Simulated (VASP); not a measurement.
# Ni (Im-3m) in VASP: notebook, part 2 of 2

VASP 6.6.1. Earlier steps stand in the parts before.

## 3. Single point, BLYP (volume scaled by 0.88)

The input, INCAR:

```
PREC     = Accurate       # precision mode
ENCUT    = 520            # plane-wave cutoff, eV
EDIFF    = 1E-6           # SCF threshold, eV
ISMEAR   = -1             # smearing method
SIGMA    = 0.1            # smearing width, eV
LREAL    = False          # projectors in reciprocal space
LASPH    = True           # aspherical terms in the spheres
NELM     = 100            # most SCF steps
ALGO     = Normal         # electronic algorithm
ISIF     = 2              # what is computed and relaxed
LWAVE    = False          # write WAVECAR
LCHARG   = True           # write CHGCAR
GGA      = B5             # functional
ALDAX    = 1.0          
AGGAX    = 1.0          
AGGAC    = 1.0          
ALDAC    = 0.0          
LELF     = True           # ELF
LVHAR    = True         
NBANDS   = 11             # bands
```

The input, KPOINTS:

```
Automatic mesh
0
Gamma
  17 17 17
```

The input, POSCAR:

```
Ni
1.0
   -1.3621722397      1.3621722397      1.3621722397
    1.3621722397     -1.3621722397      1.3621722397
    1.3621722397      1.3621722397     -1.3621722397
Ni
1
Direct
    0.0000000000      0.0000000000      0.0000000000
```

Potentials or basis: VASP PAW PBE potentials, release 64 (Ni).

Command:

```bash
cat potpaw_PBE.64/Ni/POTCAR > POTCAR
mpirun -np 1 vasp_std > vasp.out
```

OUTCAR:

```text
PREC = Accurate
   ENCUT = 520
   EDIFF = 1E-6
   ISMEAR = -1
   LREAL = False
   LASPH = True
   NELM = 100
   ISIF = 2
   GGA = B5

 ion  position               nearest neighbor table
   1  0.000  0.000  0.000-

  LATTYP: Found a body centered cubic cell.
 ALAT       =     2.7243444794

  Lattice vectors:

 A1 = (  -1.3621722397,   1.3621722397,   1.3621722397)
 A2 = (   1.3621722397,  -1.3621722397,   1.3621722397)
 A3 = (   1.3621722397,   1.3621722397,  -1.3621722397)

Analysis of symmetry for initial positions (statically):
=====================================================================
 Subroutine PRICEL returns:
 Original cell was already a primitive cell.

 Routine SETGRP: Setting up the symmetry group for a
 body centered cubic supercell.

 Subroutine GETGRP returns: Found 48 space group operations
 (whereof 48 operations were pure point group operations)
 out of a pool of 48 trial point group operations.

The static configuration has the point symmetry O_h .

[... 155 lines left out ...]

  energy without entropy =       -4.37017737  energy(sigma->0) =       -4.39990006

 E-fermi :  10.7436     XC(G=0): -13.0927

 val. band max:       10.7341529752   @ k =  -0.3529   0.4706   0.2353
 cond. band min:      10.7590465470   @ k =  -0.4118   0.4118   0.4118
 fundamental gap:      0.0248935717
 Fermi energy:        10.7436413379

 k-point     1 :       0.0000    0.0000    0.0000
  band No.  band energies     occupation
      1       1.5567      2.00000
      2       8.6211      2.00000
      3       8.6211      2.00000
      4       8.6211      2.00000
      5      10.0827      1.99731
      6      10.0827      1.99731
      7      38.3377      0.00000
      8      38.3377      0.00000
      9      38.3377      0.00000
     10      43.7673      0.00000
     11      43.7673      0.00000
[... 309 lines left out ...]
 k-point    24 :       0.1765    0.1765    0.0000
  band No.  band energies     occupation
      1       5.0679      2.00000
      2       8.0274      2.00000
      3       8.1090      2.00000
      4       9.7577      1.99990
      5      10.2448      1.98646
      6      10.6310      1.51044
      7      27.0774      0.00000
      8      27.8677      0.00000
      9      33.7132      0.00000
     10      38.7966      0.00000
     11      42.3354      0.00000

 [... further k-points ...]
[... 5 lines left out ...]
  --------------------------------------------------------------------------------------
  -------------------------------------------------------------------------------------
  Total        1.8344300      1.8344300      1.8344300      0.0000000      0.0000000     -0.0000000
  in kB      290.7071060    290.7071060    290.7071060      0.0000000      0.0000000     -0.0000000
  external PRESSURE =     290.7071060 kB  Pullay stress =       0.0000000 kB

 VOLUME and BASIS-vectors are now :
 -----------------------------------------------------------------------------
  energy-cutoff  :      520.00
  volume of cell :       10.11
      direct lattice vectors                 reciprocal lattice vectors
    -1.362172240  1.362172240  1.362172240     0.000000000  0.367060776  0.367060776
     1.362172240 -1.362172240  1.362172240     0.367060776  0.000000000  0.367060776
     1.362172240  1.362172240 -1.362172240     0.367060776  0.367060776  0.000000000

 POSITION                                       TOTAL-FORCE (eV/Angst)
 -----------------------------------------------------------------------------------
      0.00000      0.00000      0.00000        -0.000000      0.000000     -0.000000
 -----------------------------------------------------------------------------------
    total drift:                                0.000000      0.000000      0.000000

  FREE ENERGIE OF THE ION-ELECTRON SYSTEM (eV)
  ---------------------------------------------------
  free  energy   TOTEN  =        -4.4296227535 eV

  energy  without entropy=       -4.3701773692  energy(sigma->0) =       -4.39990006
```

OSZICAR:

```text
N       E                     dE             d eps       ncg     rms          rms(c)
DAV:   1     0.313275609684E+02    0.31328E+02   -0.49352E+03  3732   0.126E+03
DAV:   2    -0.428935948545E+01   -0.35617E+02   -0.33950E+02  3735   0.178E+02
DAV:   3    -0.527787853619E+01   -0.98852E+00   -0.97445E+00  4074   0.343E+01
DAV:   4    -0.528664670801E+01   -0.87682E-02   -0.87658E-02  4181   0.286E+00
DAV:   5    -0.528684015285E+01   -0.19344E-03   -0.19344E-03  4155   0.395E-01    0.964E+00
DAV:   6    -0.466083404960E+01    0.62601E+00   -0.10471E+01  4394   0.466E+01    0.468E+00
DAV:   7    -0.444931587470E+01    0.21152E+00   -0.16260E+00  4305   0.175E+01    0.197E+00
DAV:   8    -0.443090521238E+01    0.18411E-01   -0.23929E-02  5015   0.148E+00    0.458E-01
DAV:   9    -0.442960893642E+01    0.12963E-02   -0.10409E-03  5184   0.247E-01    0.530E-02
DAV:  10    -0.442962550935E+01   -0.16573E-04   -0.28360E-05  5146   0.385E-02    0.235E-02
DAV:  11    -0.442962272040E+01    0.27889E-05   -0.24181E-06  2723   0.197E-02    0.240E-03
DAV:  12    -0.442962275350E+01   -0.33100E-07   -0.65989E-08  2049   0.250E-03
   1 F= -.44296228E+01 E0= -.43999001E+01  d E =-.594454E-01
```

Wall time 32 s (1 thread of Intel Xeon 8259CL, shared host); peak memory 0.13 GiB.

What came out:

| Quantity | Value |
| --- | --- |
| Free energy | -4.4296 eV |
| Pressure | 29.1 GPa |
| Band gap on the k mesh | zero (band 5 reaches 11.16 eV, above the bottom of band 6 at 10.01 eV) |

Caveat: the PAW data sets were made with another functional, which shifts forces and pressure a little; the run has no spin polarisation, though such a crystal can be magnetic. Spin polarisation is off, so any magnetic state and its effect on volume and gap are missing.

## 4. Single point, BLYP (volume scaled by 0.92)

The input, INCAR:

```
SYSTEM = Ni
  PREC = Accurate
  ENCUT = 520
  EDIFF = 1E-6
  ISMEAR = -1
  SIGMA = 0.1
  LREAL = .FALSE.
  LASPH = .TRUE.
  NELM = 60
  ALGO = Normal
  ISIF = 2
  LWAVE = .FALSE.
  LCHARG = .FALSE.
  GGA = B5
  ALDAX = 1.0
  AGGAX = 1.0
  AGGAC = 1.0
  ALDAC = 0.0
  NBANDS = 11
```

The input, KPOINTS:

```
regular mesh
0
G
  17 17 17
  0 0 0
```

The input, POSCAR:

```
Ni
1.0
   -1.3825061665      1.3825061665      1.3825061665
    1.3825061665     -1.3825061665      1.3825061665
    1.3825061665      1.3825061665     -1.3825061665
Ni
1
Direct
    0.0000000000      0.0000000000      0.0000000000
```

Command:

```bash
cat potpaw_PBE.64/Ni/POTCAR > POTCAR
mpirun -np 1 vasp_std > vasp.out
```

Wall time 32 s (1 thread of Intel Xeon 8259CL, shared host); peak memory 0.14 GiB.

The run converged. Its results:

* Free energy: -4.4952 eV
* Pressure: 17.0 GPa
* Band gap on the k mesh: zero (band 5 reaches 10.45 eV, above the bottom of band 6 at 9.39 eV)

Levels at points of the mesh, in eV from the Fermi level:
| k point | band 1 | band 2 | band 3 | band 4 | band 5 | band 6 | band 7 | band 8 | band 9 | band 10 |
| --- | --- | --- | --- | --- | --- | --- | --- | --- | --- | --- |
| (0.00, 0.00, 0.00) | -8.87 | -1.99 | -1.99 | -1.99 | -0.62 | -0.62 | 27.14 | 27.14 | 27.14 | 32.24 |

Caveat: the PAW data sets were made with another functional, which shifts forces and pressure a little; the run has no spin polarisation, though such a crystal can be magnetic. Spin polarisation is off, so any magnetic state and its effect on volume and gap are missing.

## 5. Single point, BLYP (volume scaled by 0.96)

The input, INCAR:

```
SYSTEM = Ni
PREC = Accurate
ENCUT = 520
EDIFF = 1E-6
ISMEAR = -1
SIGMA = 0.1
LREAL = .False.
LASPH = .True.
NELM = 80
ALGO = Normal
ISIF = 2
LWAVE = .False.
LCHARG = .True.
GGA = B5
ALDAX = 1.0
AGGAX = 1.0
AGGAC = 1.0
ALDAC = 0.0
LELF = .True.
LVHAR = .True.
NBANDS = 11
```

The input, KPOINTS:

```
regular mesh
0
Gamma
  17 17 17
  0 0 0
```

The input, POSCAR:

```
Ni
1.0
   -1.4022589233      1.4022589233      1.4022589233
    1.4022589233     -1.4022589233      1.4022589233
    1.4022589233      1.4022589233     -1.4022589233
Ni
1
Direct
    0.0000000000      0.0000000000      0.0000000000
```

Command:

```bash
cat potpaw_PBE.64/Ni/POTCAR > POTCAR
mpirun -np 1 vasp_std > vasp.out
```

It took 30 s on 1 thread of Intel Xeon 8259CL, shared host; peak memory 0.13 GiB.

The run converged. Its results:

```yaml
Free_energy: -4.5300 eV
Pressure: 7.6 GPa
Band_gap_on_the_k_mesh: zero (band 5 reaches 9.82 eV, above the bottom of band 6 at 8.81 eV)
```

Levels at points of the mesh, in eV from the Fermi level:
| k point | band 3 | band 4 | band 5 | band 6 | band 7 | band 8 |
| --- | --- | --- | --- | --- | --- | --- |
| (0.00, 0.00, 0.00) | -1.88 | -1.88 | -0.58 | -0.58 | 26.70 | 26.70 |

Caveat: the PAW data sets were made with another functional, which shifts forces and pressure a little; the run has no spin polarisation, though such a crystal can be magnetic. Spin polarisation is off, so any magnetic state and its effect on volume and gap are missing.

## 6. Single point, BLYP

Changes to INCAR since step 5:

```diff
@@ -3,3 +3,3 @@
 ENCUT = 520
-EDIFF = 1E-6
+EDIFF = 1E-7
 ISMEAR = -1
```

KPOINTS is that of step 5.

The input, POSCAR:

```
Ni
1.0
   -1.4214703369      1.4214703369      1.4214703369
    1.4214703369     -1.4214703369      1.4214703369
    1.4214703369      1.4214703369     -1.4214703369
Ni
1
Direct
    0.0000000000      0.0000000000      0.0000000000
```

Potentials or basis: VASP PAW PBE potentials, release 64 (Ni).

Command:

```bash
cat potpaw_PBE.64/Ni/POTCAR > POTCAR
mpirun -np 1 vasp_std > vasp.out
```

Run time: 26 s. Hardware: 1 thread of Intel Xeon 8259CL, shared host; peak memory 0.13 GiB.

Results (log left out):

```
Free energy            : -4.5407 eV
Pressure               : 0.1 GPa
Band gap on the k mesh : zero (band 5 reaches 9.23 eV, above the bottom of band 6 at 8.28 eV)
```

Levels at points of the mesh, in eV from the Fermi level:
| k point | band 3 | band 4 | band 5 | band 6 | band 7 | band 8 |
| --- | --- | --- | --- | --- | --- | --- |
| (0.00, 0.00, 0.00) | -1.77 | -1.77 | -0.55 | -0.55 | 26.28 | 26.28 |

Caveat: the PAW data sets were made with another functional, which shifts forces and pressure a little; the run has no spin polarisation, though such a crystal can be magnetic.

## 7. The runs side by side

```csv
cell,k mesh,gap on the mesh (eV),pressure (GPa)
"a = 2.462 Å, angles 109.5°, 1 atom",16 × 16 × 16,none,0.2
"a = 2.359 Å, angles 109.5°, 1 atom",17 × 17 × 17,none,29.1
"a = 2.395 Å, angles 109.5°, 1 atom",17 × 17 × 17,none,17.0
"a = 2.429 Å, angles 109.5°, 1 atom",17 × 17 × 17,none,7.6
"a = 2.462 Å, angles 109.5°, 1 atom",17 × 17 × 17,none,0.1
```

Alike in all rows: task single point; level BLYP; potentials or basis VASP PAW PBE potentials, release 64 (Ni); no spin polarisation; cutoff (eV) 520; smearing fermi-dirac 0.1 eV.

Caveats: the PAW data sets were made with another functional, which shifts forces and pressure a little; the run has no spin polarisation, though such a crystal can be magnetic.

Absolute energies hang on the potentials; compare differences alone.
